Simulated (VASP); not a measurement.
Input of a VASP 6.6.1 run:

Contents of POSCAR:

```
SiC
1.0
    2.1571061891      2.1571061891      0.0000000000
   -2.1571061891      2.1571061891      0.0000000000
    0.0000000000      2.1571061891      2.1571061891
Si C
1 1
Direct
    0.0000000000      0.0000000000      0.0000000000
    0.7500000000      0.2500000000      0.5000000000
```

INCAR.step1

```
SYSTEM = SiC
PREC = Accurate ; ENCUT = 520
ISMEAR = 0 ; SIGMA = 0.01
LREAL = .False. ; LASPH = .True.
NELM = 60 ; NBANDS = 11
GGA = PE ; ALGO = Normal
EDIFF = 1E-4 ; LWAVE = .True.
LCHARG = .False.
```

File INCAR.step2:

```
SYSTEM = SiC
PREC = Accurate ; ENCUT = 520
EDIFF = 1E-6 ; ISMEAR = 0
SIGMA = 0.01 ; LREAL = .False.
LASPH = .True. ; NELM = 60
ALGO = Normal ; ISIF = 2
LWAVE = .False. ; LCHARG = .True.
METAGGA = R2SCAN ; LMIXTAU = .True.
LELF = .True. ; LVHAR = .True.
NBANDS = 11 ; ISTART = 1
```

Contents of KPOINTS:

```
regular mesh
0
Gamma
  10 10 10
  0 0 0
```

Potentials or basis: VASP PAW PBE potentials, release 64 (Si, C).

Run with:

```console
$ cat potpaw_PBE.64/Si/POTCAR potpaw_PBE.64/C/POTCAR > POTCAR
$ cp INCAR.step1 INCAR
$ mpirun -np 1 vasp_std > vasp.out
$ cp INCAR.step2 INCAR
$ mpirun -np 1 vasp_std > vasp.out
```

**Question.** What does it give for the pressure?

**Answer.** 6.8 GPa.

**Question.** What does it give for the band gap on the k mesh?

**Answer.** 1.71 eV (least direct gap 5.10 eV).

Caveat: the cell stands under pressure; the PAW data sets were made with another functional, which shifts forces and pressure a little. A k mesh can miss the band edges.
